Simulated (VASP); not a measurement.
# Fe2Pt (P-3m1) in VASP: further runs

Fe2Pt is run at these levels: PBE; tasks: single point.

Everything below comes from runs of VASP 6.6.1. Logs are shortened: lines on timing, memory, paths and dates and some standing lists are left out, and cuts for length are marked.

## (1) The cell of the first run

The structure is trigonal, space group P-3m1 (No. 164). The conventional cell has a = 2.635 Å, b = 2.635 Å, c = 6.318 Å, α = 90.00°, β = 90.00°, γ = 120.00°. Pt (site symmetry -3m) has 6 Pt at 2.63 Å and 6 Fe at 2.71 Å within 3.5 Å. Fe (site symmetry 3m) has 9 Fe at 2.38 to 2.63 Å and 3 Pt at 2.71 Å within 3.1 Å.

## (2) Single point, PBE, collinear spin, ferromagnetic start

Input file INCAR:

```
SYSTEM = Fe2Pt
PREC     = Accurate       ! precision mode
ENCUT    = 520            ! plane-wave cutoff, eV
EDIFF    = 1E-6           ! SCF threshold, eV
ISMEAR   = -1             ! smearing method
SIGMA    = 0.05           ! smearing width, eV
LREAL    = .FALSE.        ! projectors in reciprocal space
LASPH    = .TRUE.         ! aspherical terms in the spheres
NELM     = 150            ! most SCF steps
ALGO     = Fast           ! electronic algorithm
ISIF     = 2              ! what is computed and relaxed
LWAVE    = .FALSE.        ! write WAVECAR
LCHARG   = .FALSE.        ! write CHGCAR
ISPIN    = 2              ! spin polarisation
MAGMOM   = 0 3 3          ! initial moments
LORBIT   = 11             ! projections on sites
LMAXMIX  = 4              ! l up to which the mixer works
GGA      = PE             ! functional
NBANDS   = 24             ! bands
```

Input file KPOINTS:

```
Automatic mesh
0
G
  12 12 5
  0 0 0
```

Input file POSCAR:

```
Fe2Pt
1.0
    2.6349355200      0.0000000000      0.0000000000
   -1.3174677600      2.2819210976      0.0000000000
    0.0000000000      0.0000000000      6.3184207611
Pt Fe
1 2
Direct
    0.0000000000      0.0000000000      0.0000000000
    0.6666666667      0.3333333333      0.3554600000
    0.3333333333      0.6666666667      0.6445400000
```

Potentials or basis: VASP PAW PBE potentials, release 64 (Pt, Fe).

Command:

```console
cat potpaw_PBE.64/Pt/POTCAR potpaw_PBE.64/Fe/POTCAR > POTCAR
mpirun -np 1 vasp_std > vasp.out
```

OUTCAR:

```text
SYSTEM = Fe2Pt
   PREC = Accurate
   ENCUT = 520
   EDIFF = 1E-6
   ISMEAR = -1
   LREAL = .FALSE.
   LASPH = .TRUE.
   NELM = 150
   ISIF = 2
   ISPIN = 2
   LORBIT = 11
   GGA = PE

 ion  position               nearest neighbor table
   1  0.000  0.000  0.000-   2 2.71   3 2.71   3 2.71   2 2.71   2 2.71   3 2.71
   2  0.667  0.333  0.355-   3 2.38   3 2.38   3 2.38   1 2.71   1 2.71   1 2.71
   3  0.333  0.667  0.645-   2 2.38   2 2.38   2 2.38   1 2.71   1 2.71   1 2.71

  LATTYP: Found a hexagonal cell.
 ALAT       =     2.6349355200
 C/A-ratio  =     2.3979413208

  Lattice vectors:

 A1 = (   2.6349355200,   0.0000000000,   0.0000000000)
 A2 = (  -1.3174677600,   2.2819210976,   0.0000000000)
 A3 = (   0.0000000000,   0.0000000000,   6.3184207611)

Analysis of symmetry for initial positions (statically):
=====================================================================
 Subroutine PRICEL returns:
 Original cell was already a primitive cell.

 Routine SETGRP: Setting up the symmetry group for a
 hexagonal supercell.

 Subroutine GETGRP returns: Found 12 space group operations
 (whereof 12 operations were pure point group operations)
 out of a pool of 24 trial point group operations.

The static configuration has the point symmetry D_3d.

Analysis of symmetry for dynamics (positions and initial velocities):
=====================================================================
 Subroutine PRICEL returns:
 Original cell was already a primitive cell.

 Routine SETGRP: Setting up the symmetry group for a
 hexagonal supercell.

 Subroutine GETGRP returns: Found 12 space group operations
 (whereof 12 operations were pure point group operations)
 out of a pool of 24 trial point group operations.

The dynamic configuration has the point symmetry D_3d.

Analysis of structural, dynamic, and magnetic symmetry:
=====================================================================
 Subroutine PRICEL returns:
 Original cell was already a primitive cell.

 Routine SETGRP: Setting up the symmetry group for a
 hexagonal supercell.

 Subroutine GETGRP returns: Found 12 space group operations
 (whereof 12 operations were pure point group operations)
 out of a pool of 24 trial point group operations.

The overall configuration has the point symmetry D_3d.

 Subroutine INISYM returns: Found 12 space group operations
 (whereof 12 operations are pure point group operations),
 and found     1 'primitive' translations

----------------------------------------------------------------------------------------

                                     Primitive cell

  volume of cell :      37.9909

  direct lattice vectors                    reciprocal lattice vectors
     2.634935520  0.000000000  0.000000000     0.379515928  0.219113623  0.000000000
    -1.317467760  2.281921098  0.000000000     0.000000000  0.438227247  0.000000000
     0.000000000  0.000000000  6.318420761     0.000000000  0.000000000  0.158267396

  length of vectors
     2.634935520  2.634935520  6.318420761     0.438227247  0.438227247  0.158267396

  position of ions in fractional coordinates (direct lattice)
     0.000000000  0.000000000  0.000000000
     0.666666667  0.333333333  0.355460000
     0.333333333  0.666666667  0.644540000

  ion indices of the primitive-cell ions
   primitive index   ion index
                 1           1
                 2           2
                 3           3

----------------------------------------------------------------------------------------

 KPOINTS: Automatic mesh

Automatic generation of k-mesh.
 Grid dimensions read from file:
 generate k-points for:   12   12    5

 Generating k-lattice:

  Cartesian coordinates                     Fractional coordinates (reciprocal lattice)
     0.031626327  0.018259469  0.000000000     0.083333333  0.000000000  0.000000000
     0.000000000  0.036518937  0.000000000     0.000000000  0.083333333  0.000000000
     0.000000000  0.000000000  0.031653479     0.000000000  0.000000000  0.200000000

  Length of vectors
     0.036518937  0.036518937  0.031653479

  Shift w.r.t. Gamma in fractional coordinates (k-lattice)
     0.000000000  0.000000000  0.000000000

 Subroutine IBZKPT returns following result:
 ===========================================

 Found     81 irreducible k-points:

 Following reciprocal coordinates:
            Coordinates               Weight
  0.000000  0.000000  0.000000      1.000000
  0.083333 -0.000000  0.000000      6.000000
  0.166667 -0.000000  0.000000      6.000000
  0.250000 -0.000000  0.000000      6.000000
  0.333333  0.000000  0.000000      6.000000
  0.416667  0.000000  0.000000      6.000000
[... 16 lines left out ...]
  0.166667 -0.000000  0.200000      6.000000
  0.000000  0.166667  0.200000      6.000000
 [... further k-points ...]
   k-points           NKPTS =     81   k-points in BZ     NKDIM =     81   number of bands    NBANDS=     24
   number of dos      NEDOS =    301   number of ions     NIONS =      3
   total plane-waves  NPLWV =  19200
   dimension x,y,z NGX =    20 NGY =   20 NGZ =   48
   dimension x,y,z NGXF=    40 NGYF=   40 NGZF=   96
   ions per type =               1   2
   NGX,Y,Z   is equivalent  to a cutoff of  12.62, 12.62, 12.63 a.u.
   NGXF,Y,Z  is equivalent  to a cutoff of  25.24, 25.24, 25.26 a.u.
 SYSTEM =  Fe2Pt
   PREC   = accura    normal or accurate (medium, high low for compatibility)
   ISTART =      0    job   : 0-new  1-cont  2-samecut
   ICHARG =      2    charge: 1-file 2-atom 10-const
   ISPIN  =      2    spin polarized calculation?
   LNONCOLLINEAR =      F non collinear calculations
   LSORBIT =      F    spin-orbit coupling
   LASPH  =      T    aspherical Exc in radial PAW
   ENCUT  =  520.0 eV  38.22 Ry    6.18 a.u.   4.90  4.90 11.75*2*pi/ulx,y,z
   NELM   =    150;   NELMIN=  2; NELMDL= -5     # of ELM steps
   EDIFF  = 0.1E-05   stopping-criterion for ELM
   LREAL  =      F    real-space projection
   EDIFFG = 0.1E-04   stopping-criterion for IOM
   NSW    =      0    number of steps for IOM
   IBRION =     -1    ionic relax: 0-MD 1-quasi-New 2-CG
   NFREE  =      0    steps in history (QN), initial steepest desc. (CG)
   ISIF   =      2    stress and relaxation
   ISYM   =      2    0-nonsym 1-usesym 2-fastsym
   POTIM  = 0.5000    time-step for ionic-motion
   TEBEG  =    0.0;   TEEND  =   0.0 temperature during run
   PSTRESS=    0.0 pullay stress
   NELECT =      26.0000    total number of electrons
   NUPDOWN=      -1.0000    fix difference up-down
   EMIN   =  10.00;   EMAX   =-10.00  energy-range for DOS
   EFERMI =   0.00;   METHOD = LEGACY
   ISMEAR =    -1;   SIGMA  =   0.05  broadening in eV -4-tet -1-fermi 0-gaus
   EFERMI_NEDOS =   21; number of points for ismear=-14 and -15
   IALGO  =     68    algorithm
   IMIX   =      4    mixing-type and parameters
     AMIX     =   0.40;   BMIX     =  1.00
     AMIX_MAG =   1.60;   BMIX_MAG =  1.00
  volume/ion in A,a.u.               =      12.66        85.46
  Fermi-wavevector in a.u.,A,eV,Ry     =   1.442690  2.726288 28.318530  2.081353
  Thomas-Fermi vector in A             =   2.561181
   LORBIT       =     11    0 simple, 1 ext, 2 COOP (PROOUT), +10 PAW based schemes
   GGA     = PE    functional components
   LHFCALC =     F    Hartree Fock is set to
   AEXX    =    0.0000 exact exchange contribution
   IVDW    =     0    specifies the selected vdW correction
   LEPSILON=     F    determine dielectric tensor
   LRPA    =     F    only Hartree local field effects (RPA)
 spin polarized calculation
 RMM-DIIS sequential band-by-band and
  energy-cutoff  :      520.00
  volume of cell :       37.99
 maximum number of plane-waves:      1044
   NGX =  9   NGY =  9   NGZ = 23

 number of electron      26.0000012 magnetization       5.5900114

 Free energy of the ion-electron system (eV)
  ---------------------------------------------------
  ext. energy  EPLUGINS =         0.00000000
  ---------------------------------------------------
  free energy    TOTEN  =       -22.40513061 eV

  energy without entropy =      -22.37106410  energy(sigma->0) =      -22.38809736

 E-fermi :   8.3674     XC(G=0): -13.1969

 val. band max:        8.3668706586   @ k =  -0.2500  -0.4167   0.2000
 cond. band min:       8.3760190353   @ k =   0.1667  -0.0000   0.2000
 fundamental gap:      0.0091483767
 Fermi energy:         8.3673814923

 spin component 1

 k-point     1 :       0.0000    0.0000    0.0000
  band No.  band energies     occupation
      1      -1.6089      1.00000
      2       0.9274      1.00000
      3       2.8206      1.00000
      4       4.1492      1.00000
      5       4.1492      1.00000
      6       4.7104      1.00000
[... 16 lines left out ...]
     23      28.3153      0.00000
     24      30.2185      0.00000
[... 598 lines left out ...]
      2       1.6447      1.00000
      3       2.8961      1.00000
      4       3.6334      1.00000
      5       4.3403      1.00000
      6       4.4619      1.00000
[... 16 lines left out ...]
     23      26.3340      0.00000
     24      26.5130      0.00000

 [... further k-points ...]

 spin component 2

 k-point     1 :       0.0000    0.0000    0.0000
  band No.  band energies     occupation
      1      -1.4869      1.00000
      2       1.1849      1.00000
      3       3.6490      1.00000
      4       4.3383      1.00000
      5       4.3383      1.00000
      6       5.0825      1.00000
[... 16 lines left out ...]
     23      28.1856      0.00000
     24      30.7072      0.00000
[... 598 lines left out ...]
      2       1.9088      1.00000
      3       3.3377      1.00000
      4       3.8274      1.00000
      5       5.1180      1.00000
      6       5.2260      1.00000
[... 16 lines left out ...]
     23      26.8509      0.00000
     24      26.9668      0.00000

 [... further k-points ...]

------------------------ aborting loop because EDIFF is reached ----------------------------------------

  FORCE on cell =-STRESS in cart. coord.  units (eV):
  Direction    XX          YY          ZZ          XY          YZ          ZX
  --------------------------------------------------------------------------------------
  -------------------------------------------------------------------------------------
  Total        4.9412764      4.9412764      1.3719122     -0.0000000     -0.0000000      0.0000000
  in kB      208.3869766    208.3869766     57.8572433     -0.0000000     -0.0000000      0.0000000
  external PRESSURE =     158.2103988 kB  Pullay stress =       0.0000000 kB

 VOLUME and BASIS-vectors are now :
 -----------------------------------------------------------------------------
  energy-cutoff  :      520.00
  volume of cell :       37.99
      direct lattice vectors                 reciprocal lattice vectors
     2.634935520  0.000000000  0.000000000     0.379515928  0.219113623  0.000000000
    -1.317467760  2.281921098  0.000000000     0.000000000  0.438227247  0.000000000
     0.000000000  0.000000000  6.318420761     0.000000000  0.000000000  0.158267396

 POSITION                                       TOTAL-FORCE (eV/Angst)
 -----------------------------------------------------------------------------------
      0.00000      0.00000      0.00000         0.000000     -0.000000      0.000000
      1.31747      0.76064      2.24595         0.000000      0.000000     -0.755997
     -0.00000      1.52128      4.07247        -0.000000     -0.000000      0.755997
 -----------------------------------------------------------------------------------
    total drift:                                0.000000     -0.000000      0.000000

  FREE ENERGIE OF THE ION-ELECTRON SYSTEM (eV)
  ---------------------------------------------------
  free  energy   TOTEN  =       -22.4051306124 eV

  energy  without entropy=      -22.3710641001  energy(sigma->0) =      -22.38809736

 total charge

# of ion       s       p       d       tot
------------------------------------------
    1        0.735   0.739   8.070   9.544
    2        0.473   0.507   6.227   7.208
    3        0.473   0.507   6.227   7.208
--------------------------------------------------
tot          1.682   1.753  20.525  23.960

 magnetization (x)

# of ion       s       p       d       tot
------------------------------------------
    1       -0.013  -0.035   0.267   0.219
    2       -0.012  -0.025   2.690   2.653
    3       -0.012  -0.025   2.690   2.653
--------------------------------------------------
tot         -0.038  -0.086   5.648   5.525
```

Run time: 65 s. Hardware: 1 thread of Intel Xeon 6975P-C (Granite Rapids), shared host; peak memory 0.24 GiB.

Results:

| Property | Result |
| --- | --- |
| Free energy | -22.4051 eV |
| Pressure | 15.8 GPa |
| Largest force | 0.756 eV/Å |
| Net moment | 5.59 μB per cell |
| Site moments | Pt +0.22; Fe +2.65 μB |
| Valence electrons inside the program's atomic spheres | Pt 9.54; Fe 7.21 |

Forces in eV/Å, atoms in the order of the input:
```
Pt   0.000  0.000  0.000
Fe   0.000  0.000 -0.756
Fe   0.000  0.000  0.756
```

Stress tensor (GPa, compression positive):
```
20.84  0.00  0.00
 0.00 20.84  0.00
 0.00  0.00  5.79
```

Levels at points of the mesh, in eV from the Fermi level:
Spin up:
```tsv
k point	band 13	band 14	band 15	band 16	band 17	band 18	band 19	band 20
(0.00, 0.00, 0.00)	-1.66	-1.66	-1.10	-1.10	-0.85	-0.85	10.41	10.78
(0.50, 0.00, 0.00)	-0.39	-0.27	0.38	1.37	2.11	2.18	6.57	7.02
```
Spin down:
| k point | band 6 | band 7 | band 8 | band 9 | band 10 | band 11 | band 12 | band 13 | band 14 | band 15 |
| --- | --- | --- | --- | --- | --- | --- | --- | --- | --- | --- |
| (0.00, 0.00, 0.00) | -3.28 | -1.53 | -1.53 | -1.44 | -0.19 | -0.19 | 0.02 | 0.02 | 0.46 | 1.33 |
| (0.50, 0.00, 0.00) | -2.31 | -1.90 | -1.38 | -0.32 | 0.00 | 0.55 | 1.92 | 2.03 | 2.08 | 2.18 |

Caveat: the stress differs along the axes, from 6 to 21 GPa; spin-orbit coupling is left out, which moves the levels of the heavy elements.

## (3) Single point, PBE, collinear spin, ferromagnetic start

This run uses another cell than the first one, of 13.16 Å³/atom.

Input file INCAR:

```
SYSTEM = Fe2Pt
PREC = Accurate
ENCUT = 690
EDIFF = 1E-6
ISMEAR = -1
SIGMA = 0.05
LREAL = .False.
LASPH = .True.
NELM = 200
ALGO = Normal
ISIF = 2
LWAVE = .False.
LCHARG = .False.
ISPIN = 2
MAGMOM = 0 3 3
LORBIT = 11
LMAXMIX = 4
GGA = PE
NBANDS = 36
GGA_COMPAT = .False.
```

Input file KPOINTS:

```
Automatic mesh
0
Gamma
  12 12 5
  0 0 0
```

Input file POSCAR:

```
Fe2Pt
1.0
    2.6689384383      0.0000000000      0.0000000000
   -1.3344692192      2.3113684887      0.0000000000
    0.0000000000      0.0000000000      6.3999577640
Pt Fe
1 2
Direct
    0.0000000000      0.0000000000      0.0000000000
    0.6666666667      0.3333333333      0.3554600000
    0.3333333333      0.6666666667      0.6445400000
```

Potentials or basis: VASP PAW PBE potentials, release 64 (Pt_sv_GW, Fe_sv).

Command:

```console
cat potpaw_PBE.64/Pt_sv_GW/POTCAR potpaw_PBE.64/Fe_sv/POTCAR > POTCAR
mpirun -np 1 vasp_std > vasp.out
```

Run time: 3.1 min. Hardware: 1 thread of Intel Xeon Platinum 8488C (Sapphire Rapids), shared host; peak memory 0.39 GiB.

It converged, with:

```yaml
Free_energy: -22.6908 eV
Pressure: 6.3 GPa
Largest_force: 0.701 eV/Å
Net_moment: 5.74 μB per cell
Site_moments: Pt +0.24; Fe +2.68 μB
Valence_electrons_inside_the_program's_atomic_spheres: Pt 18.02; Fe 13.72
```

Forces on the atoms (eV/Å):
```
Pt   0.000  0.000  0.000
Fe   0.000  0.000 -0.701
Fe   0.000  0.000  0.701
```

Stress tensor (GPa, compression positive):
```
10.87  0.00  0.00
 0.00 10.87  0.00
 0.00  0.00 -2.84
```

Levels at points of the mesh, in eV from the Fermi level:
Spin up:
```tsv
k point	band 25	band 26	band 27	band 28	band 29	band 30	band 31	band 32
(0.00, 0.00, 0.00)	-1.75	-1.75	-1.12	-1.12	-0.98	-0.98	10.06	10.30
(0.50, 0.00, 0.00)	-0.53	-0.40	0.30	1.25	1.95	1.97	6.23	6.64
```
Spin down:
```csv
k point,band 19,band 20,band 21,band 22,band 23,band 24,band 25,band 26
"(0.00, 0.00, 0.00)",-1.49,-1.49,-1.35,-0.15,-0.15,0.02,0.02,0.46
"(0.50, 0.00, 0.00)",-1.85,-1.31,-0.28,0.04,0.48,1.83,1.98,2.02
```

Caveat: the stress differs along the axes, from -3 to 11 GPa; spin-orbit coupling is left out, which moves the levels of the heavy elements.

## (4) Single point, PBE, collinear spin, ferromagnetic start

This run uses another cell than the first one, of 12.91 Å³/atom.

Input file INCAR:

```
  ALGO = Normal
  EDIFF = 1E-6
  ENCUT = 690
  GGA = PE
  GGA_COMPAT = False
  ISIF = 2
  ISMEAR = -1
  ISPIN = 2
  LASPH = True
  LCHARG = False
  LMAXMIX = 4
  LORBIT = 11
  LREAL = False
  LWAVE = False
  MAGMOM = 0 3 3
  NBANDS = 36
  NELM = 200
  PREC = Accurate
  SIGMA = 0.05
```

Input file KPOINTS:

```
k-points
0
Gamma
  12 12 5
```

Input file POSCAR:

```
Fe2Pt
1.0
    2.6520459703      0.0000000000      0.0000000000
   -1.3260229852      2.2967391823      0.0000000000
    0.0000000000      0.0000000000      6.3594506170
Pt Fe
1 2
Direct
    0.0000000000      0.0000000000      0.0000000000
    0.6666666667      0.3333333333      0.3554600000
    0.3333333333      0.6666666667      0.6445400000
```

Command:

```console
cat potpaw_PBE.64/Pt_sv_GW/POTCAR potpaw_PBE.64/Fe_sv/POTCAR > POTCAR
mpirun -np 1 vasp_std > vasp.out
```

It took 3.3 min on 1 thread of Intel Xeon Platinum 8488C (Sapphire Rapids), shared host; peak memory 0.39 GiB.

Results (log left out):

* Free energy: -22.6484 eV
* Pressure: 10.7 GPa
* Largest force: 0.747 eV/Å
* Net moment: 5.68 μB per cell
* Site moments: Pt +0.24; Fe +2.65 μB
* Valence electrons inside the program's atomic spheres: Pt 18.07; Fe 13.73

Forces in eV/Å, atoms in the order of the input:
```
Pt   0.000  0.000  0.000
Fe   0.000  0.000 -0.747
Fe   0.000  0.000  0.747
```

Stress tensor (GPa, compression positive):
```
15.51  0.00  0.00
 0.00 15.51  0.00
 0.00  0.00  1.01
```

Levels at points of the mesh, in eV from the Fermi level:
Spin up:
```
           k point  band 26  band 27  band 28  band 29  band 30  band 31
(0.00, 0.00, 0.00)    -1.71    -1.12    -1.12    -0.91    -0.91    10.23
(0.50, 0.00, 0.00)    -0.33     0.34     1.31     2.00     2.05     6.39
```
Spin down:
```tsv
k point	band 18	band 19	band 20	band 21	band 22	band 23	band 24	band 25	band 26	band 27
(0.00, 0.00, 0.00)	-3.29	-1.52	-1.52	-1.40	-0.16	-0.16	0.03	0.03	0.46	1.34
(0.50, 0.00, 0.00)	-2.28	-1.89	-1.35	-0.30	0.02	0.51	1.88	2.02	2.07	2.09
```

Caveat: the stress differs along the axes, from 1 to 16 GPa; spin-orbit coupling is left out, which moves the levels of the heavy elements.

## (5) The runs side by side

| potentials or basis | cell | cutoff (eV) | gap on the mesh (eV) | pressure (GPa) | moment (μB) | largest force (eV/Å) |
| --- | --- | --- | --- | --- | --- | --- |
| VASP PAW PBE potentials, release 64 (Pt, Fe) | a = 2.635, b = 2.635, c = 6.318 Å, angles 90.0, 90.0, 120.0°, 3 atoms | 520 | none | 15.8 | 5.59 | 0.76 |
| VASP PAW PBE potentials, release 64 (Pt_sv_GW, Fe_sv) | a = 2.669, b = 2.669, c = 6.400 Å, angles 90.0, 90.0, 120.0°, 3 atoms | 690 | none | 6.3 | 5.74 | 0.70 |
| VASP PAW PBE potentials, release 64 (Pt_sv_GW, Fe_sv) | a = 2.652, b = 2.652, c = 6.359 Å, angles 90.0, 90.0, 120.0°, 3 atoms | 690 | none | 10.7 | 5.68 | 0.75 |

Alike in all rows: task single point; level PBE; spin collinear, ferromagnetic start; k mesh 12 × 12 × 5; smearing fermi-dirac 0.05 eV.

Caveats: spin-orbit coupling is left out, which moves the levels of the heavy elements; the stress differs along the axes, from 6 to 21 GPa (at least some runs); the stress differs along the axes, from -3 to 11 GPa (at least some runs); the stress differs along the axes, from 1 to 16 GPa (at least some runs).

Absolute energies hang on the potentials; compare differences alone.
